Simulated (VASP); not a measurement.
TiO2:

```
CELL_PARAMETERS angstrom
6.15358 -1.88347 0.00000
6.15358 1.88347 0.00000
-1.92833 0.00000 6.32897
ATOMIC_POSITIONS crystal
Ti 0.90007 0.90007 0.28960
Ti 0.19529 0.19529 0.28376
Ti 0.09993 0.09993 0.71040
Ti 0.80471 0.80471 0.71624
O 0.36193 0.36193 0.29340
O 0.26349 0.26349 0.65250
O 0.86719 0.86719 0.99529
O 0.73651 0.73651 0.34750
O 0.94165 0.94165 0.63002
O 0.13281 0.13281 0.00471
O 0.63807 0.63807 0.70660
O 0.05835 0.05835 0.36998
```

Base run:

```yaml
Program: VASP 6.6.1
Functional: PBE exchange alone
Potentials_or_basis: VASP PAW PBE potentials, release 64 (Ti_sv, O)
Cutoff: 520 eV
k_mesh: 8 × 8 × 4
Occupations: fermi-dirac, width 0.05 eV
Spin: no spin polarisation
```

Its results: band gap on the k mesh 2.76 eV (least direct gap 2.94 eV); pressure 15.0 GPa; largest force 0.277 eV/Å.

Question: The run is repeated on the same cell with these changes: functional from PBE exchange alone to PBEsol; cutoff from 520 eV to 600 eV; dispersion from none to D4. What comes out?

Answer: Band gap on the k mesh 2.70 eV (least direct gap 2.87 eV); pressure -7.9 GPa; largest force 0.135 eV/Å.

Several settings changed at once.

Caveats: the cell stands under pressure (at least some runs); the cell stands under tension (at least some runs); the PAW data sets were made with another functional, which shifts forces and pressure a little (at least some runs).

A k mesh can miss the band edges.
